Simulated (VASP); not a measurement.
Write the native input for VASP 6.6.1 that does the following.

```
Task                   : single point
Functional             : PBEsol
Potentials or basis    : VASP PAW PBE potentials, release 64 (Cl)
Cutoff                 : 500 eV
k mesh                 : 6 × 6 × 6
Occupations            : gaussian, width 0.1 eV
Spin                   : no spin polarisation
Dipole correction      : no
Further INCAR settings : ALGO = Normal; EDIFF = 1e-06; NBANDS = 10
```

The structure of Cl lies in POSCAR:

```
Cl
1.0
    3.2936102132      0.0000000000      0.0000000000
   -1.6468051066      2.8523501148      0.0000000000
    0.0000000000      0.0000000000      3.0774670430
Cl
1
Direct
    0.0000000000      0.0000000000      0.0000000000
```

The input as run:

INCAR

```
PREC     = Accurate       # precision mode
ENCUT    = 500            # plane-wave cutoff, eV
EDIFF    = 1E-6           # SCF threshold, eV
ISMEAR   = 0              # smearing method
SIGMA    = 0.1            # smearing width, eV
LREAL    = False          # projectors in reciprocal space
LASPH    = True           # aspherical terms in the spheres
NELM     = 120            # most SCF steps
ALGO     = Normal         # electronic algorithm
ISIF     = 2              # what is computed and relaxed
LWAVE    = False          # write WAVECAR
LCHARG   = False          # write CHGCAR
GGA      = PS             # functional
NBANDS   = 10             # bands
GGA_COMPAT= False
```

KPOINTS

```
Automatic mesh
0
Gamma
  6 6 6
```

Potentials or basis: VASP PAW PBE potentials, release 64 (Cl).

Launch:

```bash
$ cat potpaw_PBE.64/Cl/POTCAR > POTCAR
$ mpirun -np 1 vasp_std > vasp.out
```

It gave:

```
Pressure               : -6.4 GPa
Band gap on the k mesh : zero (an odd number of electrons rules out a gap without spin polarisation)
```

Caveat: the k points lie up to 0.37 Å⁻¹ apart, too coarse for converged energies and pressures of a metal; the PAW data sets were made with another functional, which shifts forces and pressure a little; an odd number of electrons without spin polarisation forces a metal; a magnetic or distorted state may lie lower.

Wall time 9.7 s on 1 thread of AMD EPYC 7R13, with other jobs on the host, peak memory 0.1 GiB.
